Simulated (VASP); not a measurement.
Set up this calculation in VASP 6.6.1, as the native input.

| Property | Result |
| --- | --- |
| Task | single point |
| Functional | r2SCAN |
| Potentials or basis | VASP PAW PBE potentials, release 64 (Ti_sv) |
| Cutoff | 520 eV |
| k mesh | 18 × 18 × 10 |
| Occupations | gaussian, width 0.15 eV |
| Spin | no spin polarisation |
| Dipole correction | no |
| Further INCAR settings | ALGO = Normal; EDIFF = 1e-06; NBANDS = 19 |

The system is Ti.

```xyz
2
Lattice="3.1270 0.0000 0.0000 -1.5635 2.7081 0.0000 0.0000 0.0000 4.6860" Properties=species:S:1:pos:R:3 pbc="T T T"
Ti    0.0000    1.8054    1.1715
Ti    1.5635    0.9027    3.5145
```

This cell differs from its parent crystal: strain +0.0600 x Voigt [1, 1, 0, 0, 0, 0].

These files were run (other wordings do the same):

POSCAR

```
Ti
1.0
    3.1269977320      0.0000000000      0.0000000000
   -1.5634988660      2.7080594735      0.0000000000
    0.0000000000      0.0000000000      4.6860000000
Ti
2
Direct
    0.3333333333      0.6666666667      0.2500000000
    0.6666666667      0.3333333333      0.7500000000
```

INCAR.step1

```
PREC = Accurate
ENCUT = 520
ISMEAR = 0
SIGMA = 0.15
LREAL = False
LASPH = True
NELM = 60
NBANDS = 19
GGA = PE
ALGO = Normal
EDIFF = 1E-4
LWAVE = True
LCHARG = False
```

INCAR.step2

```
PREC = Accurate
ENCUT = 520
EDIFF = 1E-6
ISMEAR = 0
SIGMA = 0.15
LREAL = False
LASPH = True
NELM = 60
ALGO = Normal
ISIF = 2
LWAVE = False
LCHARG = False
METAGGA = R2SCAN
LMIXTAU = True
NBANDS = 19
ISTART = 1
```

KPOINTS

```
Automatic mesh
0
Gamma
  18 18 10
```

Potentials or basis: VASP PAW PBE potentials, release 64 (Ti_sv).

Command:

```bash
$ cat potpaw_PBE.64/Ti_sv/POTCAR > POTCAR
$ cp INCAR.step1 INCAR
$ mpirun -np 1 vasp_std > vasp.out
$ cp INCAR.step2 INCAR
$ mpirun -np 1 vasp_std > vasp.out
```

It gave:

```yaml
Pressure: -12.2 GPa
Band_gap_on_the_k_mesh: zero (band 12 reaches 7.77 eV, above the bottom of band 13 at 6.66 eV)
```

Caveat: the cell differs from its parent crystal (strain +0.0600 x Voigt [1, 1, 0, 0, 0, 0]); the PAW data sets were made with another functional, which shifts forces and pressure a little.

Wall time 14 min on 1 thread of AMD EPYC 7R13 Processor (Zen 3) (shared host), peak memory 0.22 GiB.
